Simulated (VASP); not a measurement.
Set up this calculation in VASP 6.6.1, as the native input.

```
Task                   : single point
Functional             : PBE
Potentials or basis    : VASP PAW PBE potentials, release 64 (Mo_sv, N)
Cutoff                 : 520 eV
k mesh                 : 12 × 12 × 18
Occupations            : gaussian, width 0.15 eV
Spin                   : no spin polarisation
Dipole correction      : no
Further INCAR settings : ALGO = Normal; EDIFF = 1e-07; NBANDS = 33
```

The structure of MoN2 lies in POSCAR:

```
MoN2
1.0
    4.3330619473      0.0000000000      0.0000000000
    0.0000000000      4.3330619473      0.0000000000
    0.0000000000      0.0000000000      2.7518917152
Mo N
2 4
Direct
    0.5000000000      0.5000000000      0.0000000000
    0.0000000000      0.0000000000      0.0000000000
    0.8879039728      0.3879039728      0.4091534021
    0.1120960272      0.6120960272      0.4091534021
    0.3879039728      0.1120960272      0.4091534021
    0.6120960272      0.8879039728      0.4091534021
```

This cell differs from its parent crystal: all N atoms moved -0.250 Å, as atom 3 along Cartesian [0 0 1].

The input as run:

INCAR

```
PREC     = Accurate       # precision mode
ENCUT    = 520            # plane-wave cutoff, eV
EDIFF    = 1E-7           # SCF threshold, eV
ISMEAR   = 0              # smearing method
SIGMA    = 0.15           # smearing width, eV
LREAL    = F              # projectors in reciprocal space
LASPH    = T              # aspherical terms in the spheres
NELM     = 80             # most SCF steps
ALGO     = Normal         # electronic algorithm
ISIF     = 2              # what is computed and relaxed
LWAVE    = F              # write WAVECAR
LCHARG   = T              # write CHGCAR
GGA      = PE             # functional
LELF     = T              # ELF
LVHAR    = T            
NBANDS   = 33             # bands
```

KPOINTS

```
Automatic mesh
0
Gamma
  12 12 18
```

Potentials or basis: VASP PAW PBE potentials, release 64 (Mo_sv, N).

Launch:

```bash
$ cat potpaw_PBE.64/Mo_sv/POTCAR potpaw_PBE.64/N/POTCAR > POTCAR
$ mpirun -np 1 vasp_std > vasp.out
```

It gave:

| Property | Result |
| --- | --- |
| Pressure | 10.6 GPa |
| Largest force | 1.820 eV/Å |
| Band gap on the k mesh | zero (bands 24 and 25 overlap by 2.83 eV) |

Caveat: the cell differs from its parent crystal (all N atoms moved -0.250 Å, as atom 3 along Cartesian [0 0 1]); the cell stands under pressure; forces of over 1 eV/Å act on the atoms, so gaps and moduli don't describe the material at rest.

Run time: 120 s on 1 thread of Intel(R) Xeon(R) 6975P-C (Granite Rapids) (shared host), peak memory 0.44 GiB.
